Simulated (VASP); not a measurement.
Crystal: Al4O.

```
Al O
1.0
     3.46038    0.00000    0.00000
     0.00000    3.46038    0.00000
     0.00000    0.00000    4.89371
Al O
4 1
Direct
  0.50000 0.00000 0.25000
  0.00000 0.50000 0.75000
  0.50000 0.00000 0.75000
  0.00000 0.50000 0.25000
  0.00000 0.00000 0.00000
```

- Program: VASP 6.6.1
- Task: relaxation of cell and atoms
- Functional: PBE
- Potentials or basis: VASP PAW PBE potentials, release 64 (Al, O)
- Cutoff: 600 eV
- k mesh: 6 × 6 × 4
- Occupations: gaussian, width 0.1 eV
- Spin: no spin polarisation

At the start: pressure 53.7 GPa; volume 11.72 Å³/atom.

Q: Where does the relaxation end?

A: Over 13 steps the energy falls by 703.8 meV/atom and the volume is 16.93 Å³/atom (+44.5 %); space group P4/mmm (No. 123, to 0.05 Å).

Step by step:
| step | energy change (eV) | largest force (eV/Å) | pressure (GPa) | volume (Å³) |
| --- | --- | --- | --- | --- |
| 1 | 0.0000 | 2.1476 | 53.68 | 58.60 |
| 2 | -2.8718 | 0.5985 | -7.80 | 98.60 |
| 3 | -3.3402 | 0.2173 | 1.02 | 83.04 |
| 4 | -3.3411 | 0.2479 | 0.34 | 83.83 |
| 5 | -3.4128 | 0.0371 | -0.03 | 84.70 |
| 6 | -3.4556 | 0.4441 | -1.12 | 87.00 |
| 7 | -3.4731 | 0.3195 | -0.69 | 86.22 |
| 8 | -3.5012 | 0.2541 | -0.13 | 85.39 |
| 9 | -3.5075 | 0.2122 | 0.26 | 84.91 |
| 10 | -3.5077 | 0.2018 | 0.38 | 84.79 |
| 11 | -3.5183 | 0.0426 | -0.28 | 85.31 |
| 12 | -3.5186 | 0.0120 | -0.41 | 85.41 |
| 13 | -3.5192 | 0.0119 | 0.22 | 84.66 |

Final structure:
```cif
data_structure
_symmetry_space_group_name_H-M 'P 1'
_symmetry_Int_Tables_number 1
_cell_length_a 3.7718
_cell_length_b 3.7718
_cell_length_c 5.9507
_cell_angle_alpha 90.000
_cell_angle_beta 90.000
_cell_angle_gamma 90.000
_cell_volume 84.66
loop_
_atom_site_label
_atom_site_type_symbol
_atom_site_fract_x
_atom_site_fract_y
_atom_site_fract_z
_atom_site_occupancy
Al1 Al 0.50000 0.00000 0.26862 1
Al2 Al 0.00000 0.50000 0.73138 1
Al3 Al 0.50000 0.00000 0.73138 1
Al4 Al 0.00000 0.50000 0.26862 1
O1 O 0.00000 0.00000 0.00000 1
```

Caveat: the volume moved by over 15 % at a fixed basis, so the end points are rough.
